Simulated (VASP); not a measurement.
A run of VASP 6.6.1:

The input INCAR:

```
ALGO = Normal ; EDIFF = 1E-7
ENCUT = 520 ; GGA = PE
ISIF = 2 ; ISMEAR = 0
ISPIN = 2 ; LASPH = T
LCHARG = T ; LELF = T
LMAXMIX = 4 ; LORBIT = 11
LREAL = F ; LVHAR = T
LWAVE = F ; MAGMOM = 4 0 0
NBANDS = 24 ; NELM = 150
PREC = Accurate ; SIGMA = 0.1
```

The input KPOINTS:

```
k-points
0
Gamma
  6 6 6
```

Contents of POSCAR:

```
MnO2
1.0
    1.4284348394      0.8247072390      4.5839315268
   -1.4284348394      0.8247072390      4.5839315268
    0.0000000000     -1.6494144781      4.5839315268
Mn O
1 2
Direct
    0.0000000000      0.0000000000      0.0000000000
    0.2643644900      0.2643644900      0.2643644900
    0.7356355100      0.7356355100      0.7356355100
```

Potentials or basis: VASP PAW PBE potentials, release 64 (Mn_pv, O).

Launch:

```bash
$ cat potpaw_PBE.64/Mn_pv/POTCAR potpaw_PBE.64/O/POTCAR > POTCAR
$ mpirun -np 1 vasp_std > vasp.out
```

Hardware: 1 thread of Intel(R) Xeon(R) Platinum 8259CL CPU @ 2.50GHz (Skylake/Cascade Lake), with other jobs on the host.

Question: Estimate the wall time of this run.

Answer: Run time: 89 s on 1 thread of Intel(R) Xeon(R) Platinum 8259CL CPU @ 2.50GHz (Skylake/Cascade Lake) (shared host), peak memory 0.25 GiB. Counts: scf iterations 18, k points 32.
